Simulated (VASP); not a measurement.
The system is As.

```xyz
2
Lattice="0.0000 2.8744 2.8744 2.8744 0.0000 2.8744 2.8744 2.8744 0.0000" Properties=species:S:1:pos:R:3 pbc="T T T"
As   -0.7186   -0.7186   -0.7186
As    0.7186    0.7186    0.7186
```

This isn't the form of As at room conditions, which is rhombohedral.

```yaml
Program: VASP 6.6.1
Task: relaxation of cell and atoms
Functional: PBEsol
Potentials_or_basis: VASP PAW PBE potentials, release 64 (As_d)
Cutoff: 510 eV
k_mesh: 11 × 11 × 11
Occupations: fermi-dirac, width 0.08 eV
Spin: no spin polarisation
```

At the start: pressure 8.7 GPa; volume 23.75 Å³/atom.

Problem. How do energy, volume and symmetry change on relaxing?

Solution. Over 5 steps the energy falls by 80.9 meV/atom and the volume is 27.07 Å³/atom (+14.0 %); space group Fd-3m (No. 227, to 0.1 Å) before and after.

Step by step:
```tsv
step	energy change (eV)	largest force (eV/Å)	pressure (GPa)	volume (Å³)
1	0.0000	0.0000	8.67	47.50
2	-0.1407	0.0000	-2.35	56.90
3	-0.1618	0.0000	0.08	54.10
4	-0.1617	0.0000	-0.08	54.24
5	-0.1618	0.0000	0.00	54.13
```

Final structure:
```yaml
crystal:
  lattice:
    - [0.00000, 3.00248, 3.00248]
    - [3.00248, 0.00000, 3.00248]
    - [3.00248, 3.00248, 0.00000]
  atoms:
    - { symbol: As, position: [0.87500, 0.87500, 0.87500] }
    - { symbol: As, position: [0.12500, 0.12500, 0.12500] }
```

Caveat: the PAW data sets were made with another functional, which shifts forces and pressure a little.
